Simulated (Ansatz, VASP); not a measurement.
Two plane-wave programs on Ag

INCAR

```
PREC = Accurate
ENCUT = 520
EDIFF = 1E-6
ISMEAR = 0
SIGMA = 0.15
LREAL = False
LASPH = True
NELM = 60
ALGO = Normal
ISIF = 2
LWAVE = False
LCHARG = False
GGA = PS
NBANDS = 12
```

File KPOINTS:

```
Automatic mesh
0
Gamma
  20 20 20
```

The input POSCAR:

```
Ag
1.0
   -1.5232016800      1.5232016800      1.7218801600
    1.5232016800     -1.5232016800      1.7218801600
    1.5232016800      1.5232016800     -1.7218801600
Ag
1
Direct
    0.0000000000      0.0000000000      0.0000000000
```

Input for Ansatz:

```yaml
crystal:
  lattice:
    - [-1.52320168, 1.52320168, 1.72188016]
    - [1.52320168, -1.52320168, 1.72188016]
    - [1.52320168, 1.52320168, -1.72188016]
  atoms:
    - { symbol: Ag, position: [0.0, 0.0, 0.0] }
basis:
  ecutwfc: 420
kpoints:
  mp_grid: { grid: [20, 20, 20] }
hamiltonian:
  xc: pbesol
scf:
  occupations: { method: gaussian, width: 0.15 }
output:
  forces: true
  stress: true
  eigenvalues: true
```

Change from the starting cell: strain -0.080 along x and y, +0.040 along z, atoms carried along.

Alike in both runs: task single point; functional PBEsol; k mesh 20 × 20 × 20; occupations gaussian, width 0.15 eV; no spin polarisation.

|  | VASP | Ansatz |
| --- | --- | --- |
| version | VASP 6.6.1 | Ansatz 0.2.0 |
| potentials or method | VASP PAW PBE potentials, release 64 (Ag), cutoff 520 eV | scalar-relativistic, plane waves, PAW |
| valence electrons in the cell | 11 | 19 |

|  | VASP | Ansatz | Ansatz less VASP |
| --- | --- | --- | --- |
| gap on the k mesh at the Fermi level (eV) | none | none | - |
| pressure (GPa) | 6.0 | 6.3 | +0.30 |
| traceless stress, the component that is largest in VASP (GPa) | 1.39 | 1.40 | +0.008 |

VASP's potentials were made for PBE, not for PBEsol. A gap of «none» marks a metal or a gap that the smearing closes. VASP's potentials hold 11 valence electrons a cell and Ansatz's 19, so a difference there can come from the potentials and not from the codes.
